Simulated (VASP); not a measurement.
Wanted: the native input for a VASP 6.6.1 run.

```yaml
Task: single point
Functional: r2SCAN
Potentials_or_basis: VASP PAW PBE potentials, release 64 (Mg, S)
Cutoff: 520 eV
k_mesh: 8 × 8 × 8
Occupations: gaussian, width 0.01 eV
Spin: no spin polarisation
Dipole_correction: no
Further_INCAR_settings: ALGO = Normal; EDIFF = 1e-07; NBANDS = 11
```

The system is MgS.

```
Mg S
1.0
     0.06384    2.83088    2.83088
     2.83088    0.06384    2.83088
     2.89471    2.89471    0.00000
Mg S
1 1
Direct
  0.00422 0.00422 0.99578
  0.24578 0.24578 0.25422
```

This cell differs from its parent crystal: shear xy strain +4.5%.

The input as run:

POSCAR

```
MgS
1.0
    0.0638362727      2.8308768389      2.8308768389
    2.8308768389      0.0638362727      2.8308768389
    2.8947131117      2.8947131117      0.0000000001
Mg S
1 1
Direct
    0.0042168796      0.0042168796     -0.0042168796
    0.2457831204      0.2457831204      0.2542168796
```

INCAR.step1

```
SYSTEM = MgS
PREC = Accurate
ENCUT = 520
ISMEAR = 0
SIGMA = 0.01
LREAL = .False.
LASPH = .True.
NELM = 100
NBANDS = 11
GGA = PE
ALGO = Normal
EDIFF = 1E-4
LWAVE = .True.
LCHARG = .False.
```

INCAR.step2

```
SYSTEM = MgS
PREC = Accurate
ENCUT = 520
EDIFF = 1E-7
ISMEAR = 0
SIGMA = 0.01
LREAL = .False.
LASPH = .True.
NELM = 100
ALGO = Normal
ISIF = 2
LWAVE = .False.
LCHARG = .False.
METAGGA = R2SCAN
LMIXTAU = .True.
NBANDS = 11
ISTART = 1
```

KPOINTS

```
Automatic mesh
0
Gamma
  8 8 8
  0 0 0
```

Potentials or basis: VASP PAW PBE potentials, release 64 (Mg, S).

Launch:

```bash
$ cat potpaw_PBE.64/Mg/POTCAR potpaw_PBE.64/S/POTCAR > POTCAR
$ cp INCAR.step1 INCAR
$ mpirun -np 1 vasp_std > vasp.out
$ cp INCAR.step2 INCAR
$ mpirun -np 1 vasp_std > vasp.out
```

Results of the run:

| Quantity | Value |
| --- | --- |
| Pressure | -0.3 GPa |
| Band gap on the k mesh | 3.96 eV |

Caveat: the cell differs from its parent crystal (shear xy strain +4.5%); the PAW data sets were made with another functional, which shifts forces and pressure a little.

Wall time 2 min on 1 thread of AMD EPYC 9R45 96-Core Processor (Zen 5) (shared host), peak memory 0.17 GiB.
